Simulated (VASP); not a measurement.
# AlP (F-43m) in VASP: single point with PBE

Aim: the single point of AlP with PBE.

Everything below comes from runs of VASP 6.6.1. Logs are shortened: lines on timing, memory, paths and dates and some standing lists are left out, and cuts for length are marked.

### Step 1. The cell of the first run

It takes space group F-43m (No. 216, cubic). Conventional cell: a = 5.451 Å, b = 5.451 Å, c = 5.451 Å, α = 90.00°, β = 90.00°, γ = 90.00°. Within 3.1 Å of Al (site symmetry -43m) lie 4 P at 2.36 Å. P (site symmetry -43m) has 4 Al at 2.36 Å within 3.1 Å.

### Step 2. Single point, PBE

The input, INCAR:

```
SYSTEM = AlP
  ALGO = Normal
  EDIFF = 1E-6
  ENCUT = 500
  GGA = PE
  GGA_COMPAT = .False.
  ISIF = 2
  ISMEAR = 0
  LASPH = .True.
  LCHARG = .False.
  LREAL = .False.
  LWAVE = .False.
  NBANDS = 11
  NELM = 120
  PREC = Accurate
  SIGMA = 0.01
```

The input, KPOINTS:

```
k-points
0
Gamma
  8 8 8
  0 0 0
```

The input, POSCAR:

```
AlP
1.0
    0.0000000000      2.7255000000      2.7255000000
    2.7255000000      0.0000000000      2.7255000000
    2.7255000000      2.7255000000      0.0000000000
Al P
1 1
Direct
    0.0000000000      0.0000000000      0.0000000000
    0.7500000000      0.7500000000      0.7500000000
```

Potentials or basis: VASP PAW PBE potentials, release 64 (Al, P).

Run with:

```console
cat potpaw_PBE.64/Al/POTCAR potpaw_PBE.64/P/POTCAR > POTCAR
mpirun -np 1 vasp_std > vasp.out
```

OUTCAR:

```text
SYSTEM = AlP
   EDIFF = 1E-6
   ENCUT = 500
   GGA = PE
   ISIF = 2
   ISMEAR = 0
   LASPH = .True.
   LREAL = .False.
   NELM = 120
   PREC = Accurate

 ion  position               nearest neighbor table
   1  0.000  0.000  0.000-   2 2.36   2 2.36   2 2.36   2 2.36
   2  0.750  0.750  0.750-   1 2.36   1 2.36   1 2.36   1 2.36

  LATTYP: Found a face centered cubic cell.
 ALAT       =     5.4510000000

  Lattice vectors:

 A1 = (   0.0000000000,   2.7255000000,   2.7255000000)
 A2 = (   2.7255000000,   0.0000000000,   2.7255000000)
 A3 = (   2.7255000000,   2.7255000000,   0.0000000000)

Analysis of symmetry for initial positions (statically):
=====================================================================
 Subroutine PRICEL returns:
 Original cell was already a primitive cell.

 Routine SETGRP: Setting up the symmetry group for a
 face centered cubic supercell.

 Subroutine GETGRP returns: Found 24 space group operations
 (whereof 24 operations were pure point group operations)
 out of a pool of 48 trial point group operations.

The static configuration has the point symmetry T_d .

Analysis of symmetry for dynamics (positions and initial velocities):
=====================================================================
 Subroutine PRICEL returns:
 Original cell was already a primitive cell.

 Routine SETGRP: Setting up the symmetry group for a
 face centered cubic supercell.

 Subroutine GETGRP returns: Found 24 space group operations
 (whereof 24 operations were pure point group operations)
 out of a pool of 48 trial point group operations.

The dynamic configuration has the point symmetry T_d .

 Subroutine INISYM returns: Found 24 space group operations
 (whereof 24 operations are pure point group operations),
 and found     1 'primitive' translations

----------------------------------------------------------------------------------------

                                     Primitive cell

  volume of cell :      40.4919

  direct lattice vectors                    reciprocal lattice vectors
     0.000000000  2.725500000  2.725500000    -0.183452578  0.183452578  0.183452578
     2.725500000  0.000000000  2.725500000     0.183452578 -0.183452578  0.183452578
     2.725500000  2.725500000  0.000000000     0.183452578  0.183452578 -0.183452578

  length of vectors
     3.854439064  3.854439064  3.854439064     0.317749185  0.317749185  0.317749185

  position of ions in fractional coordinates (direct lattice)
     0.000000000  0.000000000  0.000000000
     0.750000000  0.750000000  0.750000000

  ion indices of the primitive-cell ions
   primitive index   ion index
                 1           1
                 2           2

----------------------------------------------------------------------------------------

 KPOINTS: k-points

Automatic generation of k-mesh.
 Grid dimensions read from file:
 generate k-points for:    8    8    8

 Generating k-lattice:

  Cartesian coordinates                     Fractional coordinates (reciprocal lattice)
    -0.022931572  0.022931572  0.022931572     0.125000000  0.000000000  0.000000000
     0.022931572 -0.022931572  0.022931572     0.000000000  0.125000000  0.000000000
     0.022931572  0.022931572 -0.022931572     0.000000000  0.000000000  0.125000000

  Length of vectors
     0.039718648  0.039718648  0.039718648

  Shift w.r.t. Gamma in fractional coordinates (k-lattice)
     0.000000000  0.000000000  0.000000000

 Subroutine IBZKPT returns following result:
 ===========================================

 Found     29 irreducible k-points:

 Following reciprocal coordinates:
            Coordinates               Weight
  0.000000  0.000000  0.000000      1.000000
  0.125000  0.000000  0.000000      8.000000
  0.250000  0.000000  0.000000      8.000000
  0.375000  0.000000  0.000000      8.000000
  0.500000  0.000000  0.000000      4.000000
  0.125000  0.125000  0.000000      6.000000
[... 16 lines left out ...]
  0.500000  0.250000  0.125000     48.000000
 -0.375000  0.250000  0.125000     24.000000
 [... further k-points ...]
   k-points           NKPTS =     29   k-points in BZ     NKDIM =     29   number of bands    NBANDS=     11
   number of dos      NEDOS =    301   number of ions     NIONS =      2
   total plane-waves  NPLWV =  21952
   dimension x,y,z NGX =    28 NGY =   28 NGZ =   28
   dimension x,y,z NGXF=    56 NGYF=   56 NGZF=   56
   ions per type =               1   1
   NGX,Y,Z   is equivalent  to a cutoff of  12.08, 12.08, 12.08 a.u.
   NGXF,Y,Z  is equivalent  to a cutoff of  24.15, 24.15, 24.15 a.u.
 SYSTEM =  AlP
   PREC   = accura    normal or accurate (medium, high low for compatibility)
   ISTART =      0    job   : 0-new  1-cont  2-samecut
   ICHARG =      2    charge: 1-file 2-atom 10-const
   ISPIN  =      1    spin polarized calculation?
   LNONCOLLINEAR =      F non collinear calculations
   LSORBIT =      F    spin-orbit coupling
   LASPH  =      T    aspherical Exc in radial PAW
   ENCUT  =  500.0 eV  36.75 Ry    6.06 a.u.   7.03  7.03  7.03*2*pi/ulx,y,z
   NELM   =    120;   NELMIN=  2; NELMDL= -5     # of ELM steps
   EDIFF  = 0.1E-05   stopping-criterion for ELM
   LREAL  =      F    real-space projection
   EDIFFG = 0.1E-04   stopping-criterion for IOM
   NSW    =      0    number of steps for IOM
   IBRION =     -1    ionic relax: 0-MD 1-quasi-New 2-CG
   NFREE  =      0    steps in history (QN), initial steepest desc. (CG)
   ISIF   =      2    stress and relaxation
   ISYM   =      2    0-nonsym 1-usesym 2-fastsym
   POTIM  = 0.5000    time-step for ionic-motion
   TEBEG  =    0.0;   TEEND  =   0.0 temperature during run
   PSTRESS=    0.0 pullay stress
   NELECT =       8.0000    total number of electrons
   NUPDOWN=      -1.0000    fix difference up-down
   EMIN   =  10.00;   EMAX   =-10.00  energy-range for DOS
   EFERMI =   0.00;   METHOD = LEGACY
   ISMEAR =     0;   SIGMA  =   0.01  broadening in eV -4-tet -1-fermi 0-gaus
   EFERMI_NEDOS =   21; number of points for ismear=-14 and -15
   IALGO  =     38    algorithm
   IMIX   =      4    mixing-type and parameters
     AMIX     =   0.40;   BMIX     =  1.00
     AMIX_MAG =   1.60;   BMIX_MAG =  1.00
  volume/ion in A,a.u.               =      20.25       136.63
  Fermi-wavevector in a.u.,A,eV,Ry     =   0.953488  1.801831 12.369596  0.909140
  Thomas-Fermi vector in A             =   2.082148
   LORBIT       =      0    0 simple, 1 ext, 2 COOP (PROOUT), +10 PAW based schemes
   GGA     = PE    functional components
   LHFCALC =     F    Hartree Fock is set to
   AEXX    =    0.0000 exact exchange contribution
   IVDW    =     0    specifies the selected vdW correction
   LEPSILON=     F    determine dielectric tensor
   LRPA    =     F    only Hartree local field effects (RPA)
 non-spin polarized calculation
 Gauss-broadening in eV      SIGMA  =   0.01
  energy-cutoff  :      500.00
  volume of cell :       40.49
 maximum number of plane-waves:      1056
   NGX = 13   NGY = 13   NGZ = 13

 number of electron       8.0000000 magnetization

 Free energy of the ion-electron system (eV)
  ---------------------------------------------------
  ext. energy  EPLUGINS =         0.00000000
  ---------------------------------------------------
  free energy    TOTEN  =       -10.36676705 eV

  energy without entropy =      -10.36676705  energy(sigma->0) =      -10.36676705

 E-fermi :   4.7061     XC(G=0):  -9.2281

 val. band max:        4.6259221307   @ k =   0.0000   0.0000   0.0000
 cond. band min:       6.1953624591   @ k =   0.5000   0.5000   0.0000
 fundamental gap:      1.5694403284
 Fermi energy:         4.7061207555

 k-point     1 :       0.0000    0.0000    0.0000
  band No.  band energies     occupation
      1      -6.9079      2.00000
      2       4.6259      2.00000
      3       4.6259      2.00000
      4       4.6259      2.00000
      5       7.9743      0.00000
      6       9.1944      0.00000
      7       9.1944      0.00000
      8       9.1944      0.00000
      9      13.4664      0.00000
     10      13.4664      0.00000
     11      14.9517      0.00000

 k-point     2 :       0.1250    0.0000    0.0000
  band No.  band energies     occupation
      1      -6.7346      2.00000
      2       3.4017      2.00000
      3       4.4770      2.00000
      4       4.4770      2.00000
      5       8.3694      0.00000
      6       9.4792      0.00000
      7       9.4792      0.00000
      8       9.7406      0.00000
      9      12.9765      0.00000
     10      12.9765      0.00000
     11      15.5825      0.00000

 k-point     3 :       0.2500    0.0000    0.0000
  band No.  band energies     occupation
      1      -6.2465      2.00000
      2       1.4439      2.00000
      3       4.1815      2.00000
      4       4.1815      2.00000
      5       7.9748      0.00000
      6       9.7840      0.00000
      7       9.7840      0.00000
      8      11.5953      0.00000
      9      12.9577      0.00000
     10      12.9577      0.00000
     11      15.0230      0.00000

 k-point     4 :       0.3750    0.0000    0.0000
  band No.  band energies     occupation
      1      -5.5897      2.00000
      2      -0.2067      2.00000
      3       3.9453      2.00000
      4       3.9453      2.00000
      5       7.5961      0.00000
      6       9.5911      0.00000
      7       9.5911      0.00000
      8      12.8179      0.00000
      9      14.3585      0.00000
     10      14.3585      0.00000
     11      15.3087      0.00000

 k-point     5 :       0.5000    0.0000    0.0000
  band No.  band energies     occupation
      1      -5.2168      2.00000
      2      -0.9234      2.00000
      3       3.8597      2.00000
      4       3.8597      2.00000
      5       7.4599      0.00000
      6       9.4469      0.00000
      7       9.4469      0.00000
      8      12.9144      0.00000
      9      16.1736      0.00000
     10      16.1736      0.00000
     11      16.5156      0.00000
[... 211 lines left out ...]
 k-point    21 :       0.5000    0.5000    0.0000
  band No.  band energies     occupation
      1      -4.5485      2.00000
      2      -0.6984      2.00000
      3       2.5133      2.00000
      4       2.5133      2.00000
      5       6.1954      0.00000
      6       7.0918      0.00000
      7      15.7415      0.00000
      8      15.7415      0.00000
      9      16.7340      0.00000
     10      16.7340      0.00000
     11      16.7474      0.00000

 k-point    22 :       0.3750    0.2500    0.1250
  band No.  band energies     occupation
      1      -5.8331      2.00000
      2       1.1219      2.00000
      3       2.7211      2.00000
      4       3.7085      2.00000
      5       8.4877      0.00000
      6       9.4795      0.00000
      7      10.0807      0.00000
      8      11.4588      0.00000
      9      13.0010      0.00000
     10      15.4523      0.00000
     11      17.5885      0.00000

 k-point    23 :       0.5000    0.2500    0.1250
  band No.  band energies     occupation
      1      -5.2313      2.00000
      2       0.0031      2.00000
      3       2.1546      2.00000
      4       3.3230      2.00000
      5       8.5872      0.00000
      6       9.4366      0.00000
      7      10.6826      0.00000
      8      11.7549      0.00000
      9      14.1365      0.00000
     10      16.0073      0.00000
     11      17.4866      0.00000

 k-point    24 :      -0.3750    0.2500    0.1250
  band No.  band energies     occupation
      1      -4.9012      2.00000
      2      -0.5613      2.00000
      3       2.0205      2.00000
      4       3.1345      2.00000
      5       8.5833      0.00000
      6       9.1705      0.00000
      7      11.5364      0.00000
      8      12.3525      0.00000
      9      13.6537      0.00000
     10      16.1191      0.00000
     11      17.4032      0.00000

 [... further k-points ...]

------------------------ aborting loop because EDIFF is reached ----------------------------------------

  FORCE on cell =-STRESS in cart. coord.  units (eV):
  Direction    XX          YY          ZZ          XY          YZ          ZX
  --------------------------------------------------------------------------------------
  -------------------------------------------------------------------------------------
  Total        0.6672689      0.6672689      0.6672689      0.0000000      0.0000000      0.0000000
  in kB       26.4023700     26.4023700     26.4023700      0.0000000      0.0000000      0.0000000
  external PRESSURE =      26.4023700 kB  Pullay stress =       0.0000000 kB

 VOLUME and BASIS-vectors are now :
 -----------------------------------------------------------------------------
  energy-cutoff  :      500.00
  volume of cell :       40.49
      direct lattice vectors                 reciprocal lattice vectors
     0.000000000  2.725500000  2.725500000    -0.183452578  0.183452578  0.183452578
     2.725500000  0.000000000  2.725500000     0.183452578 -0.183452578  0.183452578
     2.725500000  2.725500000  0.000000000     0.183452578  0.183452578 -0.183452578

 POSITION                                       TOTAL-FORCE (eV/Angst)
 -----------------------------------------------------------------------------------
      0.00000      0.00000      0.00000        -0.000000      0.000000     -0.000000
      4.08825      4.08825      4.08825         0.000000     -0.000000      0.000000
 -----------------------------------------------------------------------------------
    total drift:                                0.000000      0.000000      0.000000

  FREE ENERGIE OF THE ION-ELECTRON SYSTEM (eV)
  ---------------------------------------------------
  free  energy   TOTEN  =       -10.3667670534 eV

  energy  without entropy=      -10.3667670534  energy(sigma->0) =      -10.36676705
```

Run time: 5.6 s. Hardware: 1 thread of Intel Xeon 6975P-C (Granite Rapids), shared host; peak memory 0.14 GiB.

What came out:

| Property | Result |
| --- | --- |
| Free energy | -10.3668 eV |
| Pressure | 2.6 GPa |
| Band gap on the k mesh | 1.57 eV (least direct gap 3.35 eV) |

A k mesh can miss the band edges. A hybrid or GW would open this gap; PBE tends to underestimate it.
